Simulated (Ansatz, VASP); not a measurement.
**One calculation of HfTi2Si2, two programs**

```
Hf Ti Si
1.0
     4.40118    0.00000    0.00000
    -2.20059    3.81153    0.00000
     0.00000    0.00000    7.18989
Hf Ti Si
1 2 2
Cartesian
  2.2006 1.2705 3.5949
  0.0000 2.5410 3.5949
  0.0000 0.0000 0.0000
  2.2006 1.2705 6.0916
  2.2006 1.2705 1.0983
```

Alike in both runs: task single point; functional PBE; k mesh 6 × 6 × 4; occupations gaussian, width 0.1 eV; collinear spin.

|  | VASP | Ansatz |
| --- | --- | --- |
| version | VASP 6.6.1 | Ansatz 0.2.0 |
| potentials or method | VASP PAW PBE potentials, release 64 (Hf_pv, Ti_sv, Si), cutoff 520 eV | scalar-relativistic, plane waves, PAW |
| valence electrons in the cell | 42 | 58 |

|  | VASP | Ansatz | Ansatz less VASP |
| --- | --- | --- | --- |
| gap on the k mesh at the Fermi level (eV) | none | none | - |
| pressure (GPa) | 0.0 | 0.4 | +0.45 |
| traceless stress, the component that is largest in VASP (GPa) | 0.18 | -0.15 | -0.324 |
| rms of the force components (eV/Å) | 0.016 | 0.009 | -0.0073 |
| net moment per atom (μB) | 0.00 | 0.46 | +0.456 |
| size of the moment on the site where the two differ most (μB) | 0.00 | 0.91 | +0.911 |

The net moments are unlike, so the other rows may belong to different states. Site moments also hang on the region over which each program counts them. Atom by atom the forces differ by 0.025 eV/Å (rms over components). A gap of «none» marks a metal or a gap that the smearing closes. VASP's potentials hold 42 valence electrons a cell and Ansatz's 58, so a difference there can come from the potentials and not from the codes.

Spin-orbit coupling is off throughout.
